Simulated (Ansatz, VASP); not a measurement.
One calculation of Ta2NbN3, two programs

```xyz
6
Lattice="5.2320 0.0000 0.0000 -2.6160 4.5310 0.0000 0.0000 0.0000 2.9147" Properties=species:S:1:pos:R:3 pbc="T T T"
Ta    0.0000    3.0207    1.4574
Ta    2.6160    1.5103    1.4574
Nb    0.0000    0.0000    0.0000
N     2.0636    0.0000    0.0000
N    -1.0318    1.7871    0.0000
N     1.5842    2.7439    0.0000
```

Alike in both runs: functional PBE; k mesh 6 × 6 × 12; occupations gaussian, width 0.1 eV; no spin polarisation.

Ansatz relaxed the structure, and its values are those at the end. VASP's run is a single point on that final structure, the one shown.

|  | VASP | Ansatz |
| --- | --- | --- |
| version | VASP 6.6.1 | Ansatz 0.2.0 |
| potentials or method | VASP PAW PBE potentials, release 64 (Ta_pv, Nb_sv, N), cutoff 520 eV | scalar-relativistic, plane waves, PAW |
| valence electrons in the cell | 50 | 54 |

|  | VASP | Ansatz | Ansatz less VASP |
| --- | --- | --- | --- |
| gap on the k mesh at the Fermi level (eV) | none | none | - |
| pressure (GPa) | 0.3 | 0.0 | -0.34 |
| rms of the force components (eV/Å) | 0.022 | 0.000 | -0.0222 |

A gap of «none» marks a metal or a gap that the smearing closes. With one functional, cell and mesh, what is left measures potentials, basis and numerics. VASP's potentials hold 50 valence electrons a cell and Ansatz's 54, so a difference there can come from the potentials and not from the codes.

Spin-orbit coupling is off throughout.
